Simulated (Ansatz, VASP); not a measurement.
Cu: VASP beside Ansatz

```
Cu
1.0
     2.92434    0.00000    0.00000
     0.00000    2.92434    0.00000
     0.00000    0.00000    2.76601
Cu
2
Direct
  0.00000 0.00000 0.00000
  0.50000 0.50000 0.50000
```

Change from the starting cell: equal strain along all axes, cell held, atoms relaxed: +1.0 %.

Alike in both runs: task single point; functional r2SCAN; k mesh 18 × 18 × 18; occupations gaussian, width 0.1 eV; no spin polarisation.

```csv
,VASP,Ansatz
version,VASP 6.6.1,Ansatz 0.2.0
potentials or method,"VASP PAW PBE potentials, release 64 (Cu), cutoff 520 eV","scalar-relativistic, plane waves, PAW"
valence electrons in the cell,22,38
```

|  | VASP | Ansatz | Ansatz less VASP |
| --- | --- | --- | --- |
| gap on the k mesh at the Fermi level (eV) | none | none | - |
| pressure (GPa) | -3.6 | -4.4 | -0.77 |
| traceless stress, the component that is largest in VASP (GPa) | -0.14 | -0.11 | +0.029 |

VASP's potentials were made for PBE, not for r2SCAN. A gap of «none» marks a metal or a gap that the smearing closes. VASP's potentials hold 22 valence electrons a cell and Ansatz's 38, so a difference there can come from the potentials and not from the codes.
